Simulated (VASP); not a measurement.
Wanted: the native input for a VASP 6.6.1 run.

- Task: single point
- Functional: PBE
- Potentials or basis: VASP PAW PBE potentials, release 64 (Sn_d, Se)
- Cutoff: 520 eV
- k mesh: 7 × 7 × 7
- Occupations: fermi-dirac, width 0.05 eV
- Spin: no spin polarisation
- Dipole correction: no
- Further INCAR settings: ALGO = Normal; EDIFF = 1e-06; NBANDS = 17

The structure of SnSe lies in POSCAR:

```
SnSe
1.0
    0.0000000000      3.4354614328      3.4354614328
    3.4354614328      0.0000000000      3.4354614328
    3.4354614328      3.4354614328      0.0000000000
Sn Se
1 1
Direct
    0.0000000000      0.0000000000      0.0000000000
    0.7500000000      0.7500000000      0.7500000000
```

One way to write it, as run:

INCAR

```
SYSTEM = SnSe
PREC = Accurate
ENCUT = 520
EDIFF = 1E-6
ISMEAR = -1
SIGMA = 0.05
LREAL = .FALSE.
LASPH = .TRUE.
NELM = 80
ALGO = Normal
ISIF = 2
LWAVE = .FALSE.
LCHARG = .TRUE.
GGA = PE
LELF = .TRUE.
LVHAR = .TRUE.
NBANDS = 17
```

KPOINTS

```
Automatic mesh
0
G
  7 7 7
  0 0 0
```

Potentials or basis: VASP PAW PBE potentials, release 64 (Sn_d, Se).

Run with:

```console
$ cat potpaw_PBE.64/Sn_d/POTCAR potpaw_PBE.64/Se/POTCAR > POTCAR
$ mpirun -np 1 vasp_std > vasp.out
```

Results of the run:

```json
{
 "Pressure": "-1.1 GPa",
 "Band gap on the k mesh": "0.40 eV, indirect (least direct gap 0.80 eV)"
}
```

Caveat: spin-orbit coupling is left out, which moves the levels of the heavy elements.

It took 28 s on 1 thread of AMD EPYC 7R43 64-Core Processor (Zen 3), with other jobs on the host, peak memory 0.17 GiB.
